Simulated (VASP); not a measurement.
# SiSb2 (P4_2/nmc) in VASP: single point with r2SCAN

Aim: the single point of SiSb2 with r2SCAN.

Everything below comes from runs of VASP 6.6.1. Logs are shortened: lines on timing, memory, paths and dates and some standing lists are left out, and cuts for length are marked.

### 1 The cell of the first run

The structure is tetragonal, space group P4_2/nmc (No. 137). Conventional cell: a = 3.927 Å, b = 3.927 Å, c = 10.877 Å, α = 90.00°, β = 90.00°, γ = 90.00°. Within 3.4 Å of Si (site symmetry -4m2) lie 4 Sb at 2.59 Å. Within 3.5 Å of Sb (site symmetry 2mm) lie 2 Si at 2.59 Å and 4 Sb at 3.46 Å.

### 2 Single point, r2SCAN

The input, POSCAR:

```
SiSb2
1.0
    3.9270504818      0.0000000000      0.0000000000
    0.0000000000      3.9270504818      0.0000000000
    0.0000000000      0.0000000000     10.8765648995
Si Sb
2 4
Direct
    0.0000000000      0.0000000000      0.0000000000
    0.5000000000      0.5000000000      0.5000000000
    0.0000000000      0.5000000000      0.1550601010
    0.0000000000      0.5000000000      0.6550601010
    0.5000000000      0.0000000000      0.3449398990
    0.5000000000      0.0000000000      0.8449398990
```

The input, INCAR.step1:

```
SYSTEM = SiSb2
PREC = Accurate ; ENCUT = 520
ISMEAR = 0 ; SIGMA = 0.1
LREAL = .FALSE. ; LASPH = .TRUE.
NELM = 60 ; NBANDS = 23
GGA = PE ; ALGO = Normal
EDIFF = 1E-4 ; LWAVE = .TRUE.
LCHARG = .FALSE.
```

The input, INCAR.step2:

```
SYSTEM = SiSb2
PREC = Accurate ; ENCUT = 520
EDIFF = 1E-7 ; ISMEAR = 0
SIGMA = 0.1 ; LREAL = .FALSE.
LASPH = .TRUE. ; NELM = 60
ALGO = Normal ; ISIF = 2
LWAVE = .FALSE. ; LCHARG = .FALSE.
METAGGA = R2SCAN ; LMIXTAU = .TRUE.
NBANDS = 23 ; ISTART = 1
```

The input, KPOINTS:

```
regular mesh
0
G
  8 8 6
  0 0 0
```

Potentials or basis: VASP PAW PBE potentials, release 64 (Si, Sb).

Command:

```console
$ cat potpaw_PBE.64/Si/POTCAR potpaw_PBE.64/Sb/POTCAR > POTCAR
$ cp INCAR.step1 INCAR
$ mpirun -np 1 vasp_std > vasp.out
$ cp INCAR.step2 INCAR
$ mpirun -np 1 vasp_std > vasp.out
```

OUTCAR:

```text
SYSTEM = SiSb2
   PREC = Accurate
   ENCUT = 520
   EDIFF = 1E-7
   ISMEAR = 0
   LREAL = .FALSE.
   LASPH = .TRUE.
   NELM = 60
   ISIF = 2
   METAGGA = R2SCAN
   ISTART = 1

 ion  position               nearest neighbor table
   1  0.000  0.000  0.000-   3 2.59   6 2.59   3 2.59   6 2.59
   2  0.500  0.500  0.500-   4 2.59   5 2.59   5 2.59   4 2.59
   3  0.000  0.500  0.155-   1 2.59   1 2.59   5 3.46   5 3.46   5 3.46   5 3.46
   4  0.000  0.500  0.655-   2 2.59   2 2.59   6 3.46   6 3.46   6 3.46   6 3.46
   5  0.500  0.000  0.345-   2 2.59   2 2.59   3 3.46   3 3.46   3 3.46   3 3.46
   6  0.500  0.000  0.845-   1 2.59   1 2.59   4 3.46   4 3.46   4 3.46   4 3.46

  LATTYP: Found a simple tetragonal cell.
 ALAT       =     3.9270504818
 C/A-ratio  =     2.7696524274

  Lattice vectors:

 A1 = (   3.9270504818,   0.0000000000,   0.0000000000)
 A2 = (   0.0000000000,   3.9270504818,   0.0000000000)
 A3 = (   0.0000000000,   0.0000000000,  10.8765648995)

Analysis of symmetry for initial positions (statically):
=====================================================================
 Subroutine PRICEL returns:
 Original cell was already a primitive cell.

 Routine SETGRP: Setting up the symmetry group for a
 simple tetragonal supercell.

 Subroutine GETGRP returns: Found 16 space group operations
 (whereof  8 operations were pure point group operations)
 out of a pool of 16 trial point group operations.

The static configuration has the point symmetry D_2d.
 The point group associated with its full space group is D_4h.

Analysis of symmetry for dynamics (positions and initial velocities):
=====================================================================
 Subroutine PRICEL returns:
 Original cell was already a primitive cell.

 Routine SETGRP: Setting up the symmetry group for a
 simple tetragonal supercell.

 Subroutine GETGRP returns: Found 16 space group operations
 (whereof  8 operations were pure point group operations)
 out of a pool of 16 trial point group operations.

The dynamic configuration has the point symmetry D_2d.
 The point group associated with its full space group is D_4h.

 Subroutine INISYM returns: Found 16 space group operations
 (whereof  8 operations are pure point group operations),
 and found     1 'primitive' translations

----------------------------------------------------------------------------------------

[... 103 lines left out ...]
   NSW    =      0    number of steps for IOM
   IBRION =     -1    ionic relax: 0-MD 1-quasi-New 2-CG
   NFREE  =      0    steps in history (QN), initial steepest desc. (CG)
   ISIF   =      2    stress and relaxation
   ISYM   =      2    0-nonsym 1-usesym 2-fastsym
   POTIM  = 0.5000    time-step for ionic-motion
   TEBEG  =    0.0;   TEEND  =   0.0 temperature during run
   PSTRESS=    0.0 pullay stress
   NELECT =      28.0000    total number of electrons
   NUPDOWN=      -1.0000    fix difference up-down
   EMIN   =  10.00;   EMAX   =-10.00  energy-range for DOS
   EFERMI =   0.00;   METHOD = LEGACY
   ISMEAR =     0;   SIGMA  =   0.10  broadening in eV -4-tet -1-fermi 0-gaus
   EFERMI_NEDOS =   21; number of points for ismear=-14 and -15
   IALGO  =     38    algorithm
   IMIX   =      4    mixing-type and parameters
     AMIX     =   0.40;   BMIX     =  1.00
     AMIX_MAG =   1.60;   BMIX_MAG =  1.00
  volume/ion in A,a.u.               =      27.96       188.66
  Fermi-wavevector in a.u.,A,eV,Ry     =   0.901404  1.703406 11.055120  0.812528
  Thomas-Fermi vector in A             =   2.024480
   LORBIT       =      0    0 simple, 1 ext, 2 COOP (PROOUT), +10 PAW based schemes
   METAGGA = R2SCAN    functional components
   LHFCALC =     F    Hartree Fock is set to
   AEXX    =    0.0000 exact exchange contribution
   IVDW    =     0    specifies the selected vdW correction
   LEPSILON=     F    determine dielectric tensor
   LRPA    =     F    only Hartree local field effects (RPA)
 non-spin polarized calculation
 Gauss-broadening in eV      SIGMA  =   0.10
  energy-cutoff  :      520.00
  volume of cell :      167.74
 maximum number of plane-waves:      4552
 NGX is ok and might be reduce to    30
   NGX = 15   NGY = 15   NGZ = 41

 number of electron      27.9999999 magnetization

 Free energy of the ion-electron system (eV)
  ---------------------------------------------------
  ext. energy  EPLUGINS =         0.00000000
  ---------------------------------------------------
  free energy    TOTEN  =      -118.27794512 eV

  energy without entropy =     -118.26481602  energy(sigma->0) =     -118.27138057

 E-fermi :   6.0700     XC(G=0):  -9.8098

 val. band max:        6.0628167044   @ k =   0.0000   0.0000   0.3333
 cond. band min:       6.0722223014   @ k =   0.3750   0.1250   0.0000
 fundamental gap:      0.0094055970
 Fermi energy:         6.0699568283

 k-point     1 :       0.0000    0.0000    0.0000
  band No.  band energies     occupation
      1      -6.5543      2.00000
      2      -5.5481      2.00000
      3      -5.1780      2.00000
      4      -2.8462      2.00000
      5      -0.5193      2.00000
      6       2.9318      2.00000
[... 613 lines left out ...]
     22      10.4454      0.00000
     23      11.1389      0.00000

 [... further k-points ...]

------------------------ aborting loop because EDIFF is reached ----------------------------------------

  FORCE on cell =-STRESS in cart. coord.  units (eV):
  Direction    XX          YY          ZZ          XY          YZ          ZX
  --------------------------------------------------------------------------------------
  -------------------------------------------------------------------------------------
  Total        0.1134136      0.1134136      0.3148358      0.0000000      0.0000000      0.0000000
  in kB        1.0833059      1.0833059      3.0072530      0.0000000      0.0000000      0.0000000
  external PRESSURE =       1.7246216 kB  Pullay stress =       0.0000000 kB

 VOLUME and BASIS-vectors are now :
 -----------------------------------------------------------------------------
  energy-cutoff  :      520.00
  volume of cell :      167.74
      direct lattice vectors                 reciprocal lattice vectors
     3.927050482  0.000000000  0.000000000     0.254644040  0.000000000  0.000000000
     0.000000000  3.927050482  0.000000000     0.000000000  0.254644040  0.000000000
     0.000000000  0.000000000 10.876564899     0.000000000  0.000000000  0.091940793

 POSITION                                       TOTAL-FORCE (eV/Angst)
 -----------------------------------------------------------------------------------
      0.00000      0.00000      0.00000         0.000000      0.000000      0.000000
      1.96353      1.96353      5.43828         0.000000     -0.000000      0.000000
      0.00000      1.96353      1.68652         0.000000      0.000000      0.050473
      0.00000      1.96353      7.12480        -0.000000     -0.000000      0.050473
      1.96353      0.00000      3.75176         0.000000     -0.000000     -0.050473
      1.96353      0.00000      9.19004         0.000000     -0.000000     -0.050473
 -----------------------------------------------------------------------------------
    total drift:                               -0.000000     -0.000000      0.000000

  FREE ENERGIE OF THE ION-ELECTRON SYSTEM (eV)
  ---------------------------------------------------
  free  energy   TOTEN  =      -118.2779451247 eV

  energy  without entropy=     -118.2648160167  energy(sigma->0) =     -118.27138057
```

OSZICAR.step1:

```text
N       E                     dE             d eps       ncg     rms          rms(c)
DAV:   1     0.110030250924E+03    0.11003E+03   -0.95162E+03  2760   0.954E+02
DAV:   2    -0.172425106220E+02   -0.12727E+03   -0.12106E+03  3299   0.155E+02
DAV:   3    -0.257369184086E+02   -0.84944E+01   -0.83217E+01  3543   0.425E+01
DAV:   4    -0.258678146908E+02   -0.13090E+00   -0.13062E+00  3222   0.600E+00
DAV:   5    -0.258700398844E+02   -0.22252E-02   -0.22249E-02  3712   0.863E-01    0.610E+00
DAV:   6    -0.255790819430E+02    0.29096E+00   -0.50068E-01  3117   0.316E+00    0.354E+00
DAV:   7    -0.255616390000E+02    0.17443E-01   -0.30735E-01  3449   0.214E+00    0.882E-01
DAV:   8    -0.255558601092E+02    0.57789E-02   -0.34810E-02  3110   0.866E-01    0.312E-01
DAV:   9    -0.255562749951E+02   -0.41489E-03   -0.46644E-03  3117   0.347E-01    0.828E-02
DAV:  10    -0.255562542271E+02    0.20768E-04   -0.33296E-04  2976   0.936E-02
   1 F= -.25556254E+02 E0= -.25549546E+02  d E =-.134155E-01
```

Run time: 19 min. Hardware: 1 thread of Intel Xeon 8259CL, shared host; peak memory 0.42 GiB.

Results:

| Property | Result |
| --- | --- |
| Free energy | -118.2779 eV |
| Pressure | 0.2 GPa |
| Largest force | 0.050 eV/Å |
| Band gap on the k mesh | zero (bands 14 and 15 overlap by 2.76 eV) |

Forces on the atoms (eV/Å):
```
Si   0.000  0.000  0.000
Si   0.000  0.000  0.000
Sb   0.000  0.000  0.050
Sb   0.000  0.000  0.050
Sb   0.000  0.000 -0.050
Sb   0.000  0.000 -0.050
```

Levels at points of the mesh, in eV from the Fermi level:
```tsv
k point	band 11	band 12	band 13	band 14	band 15	band 16	band 17	band 18
(0.00, 0.00, 0.00)	-1.48	-0.47	-0.47	0.31	1.83	2.14	2.14	2.15
(0.50, 0.00, 0.00)	-1.26	-1.26	0.46	0.46	1.24	1.24	2.36	2.36
(0.50, 0.50, 0.00)	-2.97	-2.97	-2.04	-2.04	-1.17	-1.17	1.66	1.66
(0.00, 0.00, 0.50)	-0.48	-0.48	0.19	0.19	1.24	1.24	1.69	1.69
(0.50, 0.00, 0.50)	-1.26	-1.26	-0.95	-0.95	1.23	1.23	2.89	2.89
(0.50, 0.50, 0.50)	-2.66	-2.66	-2.24	-2.24	-2.15	-2.15	2.79	2.79
```

Caveat: the PAW data sets were made with another functional, which shifts forces and pressure a little; spin-orbit coupling is left out, which moves the levels of the heavy elements.
